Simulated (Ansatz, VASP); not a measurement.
Ir in VASP and in Ansatz

```
Ir
1.0
     0.00000    1.99649    1.84291
     1.99649    0.00000    1.84291
     1.99649    1.99649    0.00000
Ir
1
Direct
  0.00000 0.00000 0.00000
```

Change from the starting cell: strain +0.040 along x and y, -0.040 along z, atoms carried along.

Alike in both runs: task single point; functional r2SCAN; k mesh 22 × 22 × 22; occupations gaussian, width 0.15 eV; no spin polarisation.

|  | VASP | Ansatz |
| --- | --- | --- |
| version | VASP 6.6.1 | Ansatz 0.2.0 |
| potentials or method | VASP PAW PBE potentials, release 64 (Ir), cutoff 520 eV | scalar-relativistic, plane waves, PAW |
| valence electrons in the cell | 9 | 17 |

Ansatz gave:

| Property | Result |
| --- | --- |
| gap on the k mesh at the Fermi level (eV) | none |
| pressure (GPa) | -10.3 |
| traceless stress, the component that is largest in VASP (GPa) | 17.28 |

Estimate VASP's values.

gap on the k mesh at the Fermi level (eV): none; pressure (GPa): -8.2; traceless stress, the component that is largest in VASP (GPa): 17.26.

VASP's potentials were made for PBE, not for r2SCAN. A gap of «none» marks a metal or a gap that the smearing closes. VASP's potentials hold 9 valence electrons a cell and Ansatz's 17, so a difference there can come from the potentials and not from the codes.

Neither program's run includes spin-orbit coupling.
